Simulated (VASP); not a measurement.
# Si2Mo (I4/mmm) in VASP: a series of runs

The runs below take Si2Mo through single point, with PBEsol.

Everything below comes from runs of VASP 6.6.1. Logs are shortened: lines on timing, memory, paths and dates and some standing lists are left out, and cuts for length are marked.

## (1) The cell of the first run

It takes space group I4/mmm (No. 139, tetragonal). The conventional cell has a = 3.190 Å, b = 3.190 Å, c = 7.821 Å, α = 90.00°, β = 90.00°, γ = 90.00°. Si (site symmetry 4mm) has 9 Si at 2.58 to 3.19 Å and 5 Mo at 2.60 to 2.62 Å within 3.4 Å. Within 3.4 Å of Mo (site symmetry 4/mmm) lie 10 Si at 2.60 to 2.62 Å and 4 Mo at 3.19 Å.

## (2) Single point, PBEsol

INCAR

```
SYSTEM = Si2Mo
PREC = Accurate
ENCUT = 520
EDIFF = 1E-7
ISMEAR = 0
SIGMA = 0.1
LREAL = .FALSE.
LASPH = .TRUE.
NELM = 100
ALGO = Normal
ISIF = 2
LWAVE = .FALSE.
LCHARG = .TRUE.
GGA = PS
LELF = .TRUE.
LVHAR = .TRUE.
NBANDS = 18
ISYM = 0
```

KPOINTS

```
Automatic mesh
0
G
  8 8 17
  0 0 0
```

POSCAR

```
Si2Mo
1.0
    4.5114405092      0.0000000000      0.0000000000
    0.0000000000      4.5146191330      0.0000000000
    2.2557202546      1.1270660308      1.9539693010
Si Mo
2 1
Direct
    0.6649403359      0.3298806718      0.6701193282
    0.3350596641      0.6701193282      0.3298806718
    0.0000000000      0.0000000000      0.0000000000
```

Potentials or basis: VASP PAW PBE potentials, release 64 (Si, Mo_sv).

The run is started by

```bash
> cat potpaw_PBE.64/Si/POTCAR potpaw_PBE.64/Mo_sv/POTCAR > POTCAR
> mpirun -np 1 vasp_std > vasp.out
```

OUTCAR:

```text
SYSTEM = Si2Mo
   PREC = Accurate
   ENCUT = 520
   EDIFF = 1E-7
   ISMEAR = 0
   LREAL = .FALSE.
   LASPH = .TRUE.
   NELM = 100
   ISIF = 2
   GGA = PS
   ISYM = 0

 ion  position               nearest neighbor table
   1  0.665  0.330  0.670-   2 2.58   3 2.60   3 2.60   3 2.60   3 2.60   2 2.62   2 2.62   2 2.62
                             2 2.62   3 2.62
   2  0.335  0.670  0.330-   1 2.58   3 2.60   3 2.60   3 2.60   3 2.60   1 2.62   1 2.62   1 2.62
                             1 2.62   3 2.62
   3  0.000  0.000  0.000-   1 2.60   2 2.60   1 2.60   2 2.60   1 2.60   2 2.60   2 2.60   1 2.60
                             2 2.62   1 2.62

IMPORTANT INFORMATION: All symmetrisations will be switched off!
NOSYMM: (Re-)initialisation of all symmetry stuff for point group C_1.

----------------------------------------------------------------------------------------

                                     Primitive cell

  volume of cell :      39.7973

  direct lattice vectors                    reciprocal lattice vectors
     4.511440509  0.000000000  0.000000000     0.221658691  0.000000000 -0.255889384
     0.000000000  4.514619133  0.000000000     0.000000000  0.221502627 -0.127764590
     2.255720255  1.127066031  1.953969301     0.000000000  0.000000000  0.511778767

  length of vectors
     4.511440509  4.514619133  3.190070177     0.338543870  0.255709219  0.511778767

  position of ions in fractional coordinates (direct lattice)
     0.664940336  0.329880672  0.670119328
     0.335059664  0.670119328  0.329880672
     0.000000000  0.000000000  0.000000000

  ion indices of the primitive-cell ions
   primitive index   ion index
                 1           1
                 2           2
                 3           3

----------------------------------------------------------------------------------------

 KPOINTS: Automatic mesh

Automatic generation of k-mesh.
 Grid dimensions read from file:
 generate k-points for:    8    8   17

 Generating k-lattice:

  Cartesian coordinates                     Fractional coordinates (reciprocal lattice)
     0.027707336  0.000000000 -0.031986173     0.125000000  0.000000000  0.000000000
     0.000000000  0.027687828 -0.015970574     0.000000000  0.125000000 -0.000000000
     0.000000000  0.000000000  0.030104633     0.000000000  0.000000000  0.058823529

  Length of vectors
     0.042317984  0.031963652  0.030104633

  Shift w.r.t. Gamma in fractional coordinates (k-lattice)
     0.000000000  0.000000000  0.000000000

 -----------------------------------------------------------------------------
|                                                                             |
|           W    W    AA    RRRRR   N    N  II  N    N   GGGG   !!!           |
|           W    W   A  A   R    R  NN   N  II  NN   N  G    G  !!!           |
|           W    W  A    A  R    R  N N  N  II  N N  N  G       !!!           |
|           W WW W  AAAAAA  RRRRR   N  N N  II  N  N N  G  GGG   !            |
|           WW  WW  A    A  R   R   N   NN  II  N   NN  G    G                |
|           W    W  A    A  R    R  N    N  II  N    N   GGGG   !!!           |
|                                                                             |
|     Your reciprocal lattice and k-lattice belong to different lattice       |
|     classes:                                                                |
|                                                                             |
|        The reciprocal lattice is body-centered tetragonal,                  |
|        whereas your k-lattice is triclinic.                                 |
|                                                                             |
|     Results are often still useful ...                                      |
|                                                                             |
 -----------------------------------------------------------------------------

 WARNING: IBZKPT: internal override: KBLOWUP is changed to .FALSE.
      ... skipping the blow-up phase ...

 Subroutine IBZKPT returns following result:
 ===========================================

 Found    546 irreducible k-points:

 Following reciprocal coordinates:
            Coordinates               Weight
  0.000000  0.000000  0.000000      1.000000
  0.125000  0.000000  0.000000      2.000000
  0.250000  0.000000  0.000000      2.000000
  0.375000  0.000000  0.000000      2.000000
  0.500000  0.000000  0.000000      1.000000
  0.000000  0.125000  0.000000      2.000000
[... 16 lines left out ...]
  0.125000  0.375000  0.000000      2.000000
  0.250000  0.375000  0.000000      2.000000
 [... further k-points ...]
   k-points           NKPTS =    546   k-points in BZ     NKDIM =    546   number of bands    NBANDS=     18
   number of dos      NEDOS =    301   number of ions     NIONS =      3
   total plane-waves  NPLWV =  31104
   dimension x,y,z NGX =    36 NGY =   36 NGZ =   24
   dimension x,y,z NGXF=    72 NGYF=   72 NGZF=   48
   ions per type =               2   1
   NGX,Y,Z   is equivalent  to a cutoff of  13.27, 13.26, 12.51 a.u.
   NGXF,Y,Z  is equivalent  to a cutoff of  26.53, 26.51, 25.01 a.u.
 SYSTEM =  Si2Mo
   PREC   = accura    normal or accurate (medium, high low for compatibility)
   ISTART =      0    job   : 0-new  1-cont  2-samecut
   ICHARG =      2    charge: 1-file 2-atom 10-const
   ISPIN  =      1    spin polarized calculation?
   LNONCOLLINEAR =      F non collinear calculations
   LSORBIT =      F    spin-orbit coupling
   LASPH  =      T    aspherical Exc in radial PAW
   ENCUT  =  520.0 eV  38.22 Ry    6.18 a.u.   8.39  8.39  5.93*2*pi/ulx,y,z
   NELM   =    100;   NELMIN=  2; NELMDL= -5     # of ELM steps
   EDIFF  = 0.1E-06   stopping-criterion for ELM
   LREAL  =      F    real-space projection
   EDIFFG = 0.1E-05   stopping-criterion for IOM
   NSW    =      0    number of steps for IOM
   IBRION =     -1    ionic relax: 0-MD 1-quasi-New 2-CG
   NFREE  =      0    steps in history (QN), initial steepest desc. (CG)
   ISIF   =      2    stress and relaxation
   ISYM   =      0    0-nonsym 1-usesym 2-fastsym
   POTIM  = 0.5000    time-step for ionic-motion
   TEBEG  =    0.0;   TEEND  =   0.0 temperature during run
   PSTRESS=    0.0 pullay stress
   NELECT =      22.0000    total number of electrons
   NUPDOWN=      -1.0000    fix difference up-down
   EMIN   =  10.00;   EMAX   =-10.00  energy-range for DOS
   EFERMI =   0.00;   METHOD = LEGACY
   ISMEAR =     0;   SIGMA  =   0.10  broadening in eV -4-tet -1-fermi 0-gaus
   EFERMI_NEDOS =   21; number of points for ismear=-14 and -15
   IALGO  =     38    algorithm
   IMIX   =      4    mixing-type and parameters
     AMIX     =   0.40;   BMIX     =  1.00
     AMIX_MAG =   1.60;   BMIX_MAG =  1.00
  volume/ion in A,a.u.               =      13.27        89.52
  Fermi-wavevector in a.u.,A,eV,Ry     =   1.343583  2.539003 24.561429  1.805214
  Thomas-Fermi vector in A             =   2.471645
   LORBIT       =      0    0 simple, 1 ext, 2 COOP (PROOUT), +10 PAW based schemes
   GGA     = PS    functional components
   LHFCALC =     F    Hartree Fock is set to
   AEXX    =    0.0000 exact exchange contribution
   IVDW    =     0    specifies the selected vdW correction
   LEPSILON=     F    determine dielectric tensor
   LRPA    =     F    only Hartree local field effects (RPA)
 non-spin polarized calculation
 Gauss-broadening in eV      SIGMA  =   0.10
  energy-cutoff  :      520.00
  volume of cell :       39.80
 maximum number of plane-waves:      1090
 NGX is ok and might be reduce to    36

 number of electron      22.0000000 magnetization

 Free energy of the ion-electron system (eV)
  ---------------------------------------------------
  ext. energy  EPLUGINS =         0.00000000
  ---------------------------------------------------
  free energy    TOTEN  =       -25.07853662 eV

  energy without entropy =      -25.07646372  energy(sigma->0) =      -25.07750017

 E-fermi :  12.3124     XC(G=0): -12.5625

 val. band max:       12.3099937742   @ k =   0.0000   0.1250   0.0588
 cond. band min:      12.3223548396   @ k =   0.0000   0.3750   0.0588
 fundamental gap:      0.0123610654
 Fermi energy:        12.3124046863

 k-point     1 :       0.0000    0.0000    0.0000
  band No.  band energies     occupation
      1     -48.2653      2.00000
      2     -22.4579      2.00000
      3     -22.3716      2.00000
      4     -22.3705      2.00000
      5      -1.1628      2.00000
      6       5.8687      2.00000
[... 10 lines left out ...]
     17      17.5392      0.00000
     18      17.5398      0.00000

 k-point     2 :       0.1250    0.0000    0.0000
  band No.  band energies     occupation
      1     -48.2624      2.00000
      2     -22.4549      2.00000
      3     -22.4113      2.00000
      4     -22.3674      2.00000
      5      -0.8765      2.00000
      6       5.8806      2.00000
[... 10 lines left out ...]
     17      17.8492      0.00000
     18      18.9456      0.00000

 k-point     3 :       0.2500    0.0000    0.0000
  band No.  band energies     occupation
      1     -48.2554      2.00000
      2     -22.5077      2.00000
      3     -22.4474      2.00000
      4     -22.3583      2.00000
      5      -0.0519      2.00000
      6       5.5444      2.00000
[... 10 lines left out ...]
     17      19.2926      0.00000
     18      21.3572      0.00000

 k-point     4 :       0.3750    0.0000    0.0000
  band No.  band energies     occupation
      1     -48.2485      2.00000
      2     -22.6023      2.00000
      3     -22.4401      2.00000
      4     -22.3493      2.00000
      5       1.2136      2.00000
      6       4.3299      2.00000
[... 375 lines left out ...]
      4     -22.3720      2.00000
      5       0.2116      2.00000
      6       2.8784      2.00000
[... 10 lines left out ...]
     17      20.3437      0.00000
     18      20.3442      0.00000

 k-point    23 :       0.1250    0.3750    0.0000
  band No.  band energies     occupation
      1     -48.2619      2.00000
      2     -22.4771      2.00000
      3     -22.4128      2.00000
      4     -22.3689      2.00000
      5       0.7567      2.00000
      6       2.6346      2.00000
[... 10 lines left out ...]
     17      19.8492      0.00000
     18      20.4588      0.00000

 k-point    24 :       0.2500    0.3750    0.0000
  band No.  band energies     occupation
      1     -48.2550      2.00000
      2     -22.5084      2.00000
      3     -22.4632      2.00000
      4     -22.3594      2.00000
      5       1.4124      2.00000
      6       3.1289      2.00000
[... 10 lines left out ...]
     17      18.6412      0.00000
     18      19.4434      0.00000

 [... further k-points ...]
[... 5 lines left out ...]
  --------------------------------------------------------------------------------------
  -------------------------------------------------------------------------------------
  Total        0.1124089      0.0834660      0.0928746     -0.0003855      0.0130758     -0.0003089
  in kB        4.5254038      3.3602078      3.7389814     -0.0155209      0.5264113     -0.0124357
  external PRESSURE =       3.8748643 kB  Pullay stress =       0.0000000 kB

 VOLUME and BASIS-vectors are now :
 -----------------------------------------------------------------------------
  energy-cutoff  :      520.00
  volume of cell :       39.80
      direct lattice vectors                 reciprocal lattice vectors
     4.511440509  0.000000000  0.000000000     0.221658691  0.000000000 -0.255889384
     0.000000000  4.514619133  0.000000000     0.000000000  0.221502627 -0.127764590
     2.255720255  1.127066031  1.953969301     0.000000000  0.000000000  0.511778767

 POSITION                                       TOTAL-FORCE (eV/Angst)
 -----------------------------------------------------------------------------------
      4.51144      2.24455      1.30939         0.000425     -0.005799      0.004230
      2.25572      3.39713      0.64458        -0.000425      0.005799     -0.004230
      0.00000      0.00000      0.00000        -0.000000     -0.000000     -0.000000
 -----------------------------------------------------------------------------------
    total drift:                                0.000000     -0.000000      0.000000

  FREE ENERGIE OF THE ION-ELECTRON SYSTEM (eV)
  ---------------------------------------------------
  free  energy   TOTEN  =       -25.0785366183 eV

  energy  without entropy=      -25.0764637232  energy(sigma->0) =      -25.07750017
```

Run time: 15 min. Hardware: 1 thread of Intel Xeon 8259CL, shared host; peak memory 0.47 GiB.

Results:

| Item | Value |
| --- | --- |
| Free energy | -25.0785 eV |
| Pressure | 0.4 GPa |
| Largest force | 0.007 eV/Å |
| Band gap on the k mesh | zero (bands 11 and 12 overlap by 0.96 eV) |

Forces on the atoms (eV/Å):
```
Si   0.000 -0.006  0.004
Si   0.000  0.006 -0.004
Mo   0.000  0.000  0.000
```

Levels at points of the mesh, in eV from the Fermi level:
```
           k point  band 9  band 10  band 11  band 12  band 13  band 14
(0.00, 0.00, 0.00)   -2.62    -2.61     0.41     3.16     3.26     3.59
(0.50, 0.00, 0.00)   -2.60    -2.58    -0.49     2.32     3.16     4.18
(0.00, 0.50, 0.00)   -0.56    -0.56    -0.44    -0.43     0.55     4.80
(0.50, 0.50, 0.00)   -2.60    -2.58    -0.49     2.32     3.16     4.18
```

Caveat: the PAW data sets were made with another functional, which shifts forces and pressure a little.

## (3) Single point, PBEsol

This run uses another cell than the first one, of the same volume but with other edges.

Edit INCAR of step 2 so:

```diff
@@ -3,3 +3,3 @@
 ENCUT = 520
-EDIFF = 1E-7
+EDIFF = 1E-6
 ISMEAR = 0
@@ -16,3 +16,3 @@
 LVHAR = .TRUE.
+ISYM = 0
 NBANDS = 18
-ISYM = 0
```

KPOINTS

```
Automatic mesh
0
G
  8 6 24
  0 0 0
```

POSCAR

```
Si2Mo
1.0
    4.5146191226      0.0000000000      0.0000000000
    1.1334210324      6.2809424447      0.0000000000
   -1.1270660301      2.6337228919      1.4034862295
Si Mo
2 1
Direct
    0.6649403354      0.6649403354      0.3350596646
    0.3350596646      0.3350596646      0.6649403354
    0.0000000000      0.0000000000      0.0000000000
```

Potentials or basis: VASP PAW PBE potentials, release 64 (Si, Mo_sv).

The run is started by

```bash
> cat potpaw_PBE.64/Si/POTCAR potpaw_PBE.64/Mo_sv/POTCAR > POTCAR
> mpirun -np 1 vasp_std > vasp.out
```

Run time: 3.9 min. Hardware: 1 thread of Intel Xeon Platinum 8488C (Sapphire Rapids), shared host; peak memory 0.5 GiB.

It converged, with:

```
Free energy            : -25.0801 eV
Pressure               : 0.4 GPa
Band gap on the k mesh : zero (bands 11 and 12 overlap by 0.84 eV)
```

Stress tensor (GPa, compression positive):
```
 0.34 -0.03  0.02
-0.03  0.36  0.02
 0.02  0.02  0.44
```

Levels at points of the mesh, in eV from the Fermi level:
```csv
k point,band 7,band 8,band 9,band 10,band 11,band 12,band 13,band 14,band 15,band 16
"(0.00, 0.00, 0.00)",-3.39,-3.13,-2.64,-2.63,0.39,3.14,3.24,3.57,3.57,4.14
"(0.50, 0.00, 0.00)",-5.01,-4.51,-2.62,-2.60,-0.51,2.29,3.14,4.16,4.23,5.52
"(0.00, 0.50, 0.00)",-5.01,-4.51,-2.62,-2.60,-0.51,2.29,3.14,4.16,4.23,5.52
"(0.50, 0.50, 0.00)",-3.62,-2.23,-0.58,-0.58,-0.45,-0.45,0.53,4.78,5.26,6.02
"(0.00, 0.00, 0.50)",-5.01,-4.51,-2.62,-2.60,-0.51,2.29,3.14,4.16,4.23,5.52
"(0.50, 0.00, 0.50)",-5.68,-5.17,-4.47,-3.10,-1.21,2.35,2.78,3.19,3.38,4.76
"(0.00, 0.50, 0.50)",-5.68,-5.17,-4.47,-3.10,-1.21,2.35,2.78,3.19,3.38,4.76
"(0.50, 0.50, 0.50)",-5.01,-4.51,-2.62,-2.60,-0.51,2.29,3.14,4.16,4.23,5.52
```

Caveat: the PAW data sets were made with another functional, which shifts forces and pressure a little.
